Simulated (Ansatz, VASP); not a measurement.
KMgF3 in VASP and in Ansatz

```xyz
5
Lattice="4.3301 0.0000 0.0000 0.0000 4.3301 0.0000 0.0000 0.0000 3.3775" Properties=species:S:1:pos:R:3 pbc="T T T"
K     2.1650    2.1650    1.6887
Mg    0.0000    0.0000    0.0000
F     2.1650    0.0000    0.0000
F     0.0000    2.1650    0.0000
F     0.0000    0.0000    1.6887
```

Alike in both runs: task single point; functional PBEsol; k mesh 6 × 6 × 6; occupations gaussian, width 0.05 eV; no spin polarisation.

|  | VASP | Ansatz |
| --- | --- | --- |
| version | VASP 6.6.1 | Ansatz 0.2.0 |
| potentials or method | VASP PAW PBE potentials, release 64 (K_sv, Mg, F), cutoff 520 eV | scalar-relativistic, plane waves, PAW |
| valence electrons in the cell | 32 | 40 |

Ansatz gave:

* gap on the k mesh at the Fermi level (eV): 7.03
* least direct gap on the mesh (eV): 7.08
* pressure (GPa): 8.5
* traceless stress, the component that is largest in VASP (GPa): 27.42

Problem. What did VASP give for the same quantities?

Solution. gap on the k mesh at the Fermi level (eV): 7.01; least direct gap on the mesh (eV): 7.06; pressure (GPa): 8.6; traceless stress, the component that is largest in VASP (GPa): 28.10.

VASP's potentials were made for PBE, not for PBEsol. VASP's potentials hold 32 valence electrons a cell and Ansatz's 40, so a difference there can come from the potentials and not from the codes.
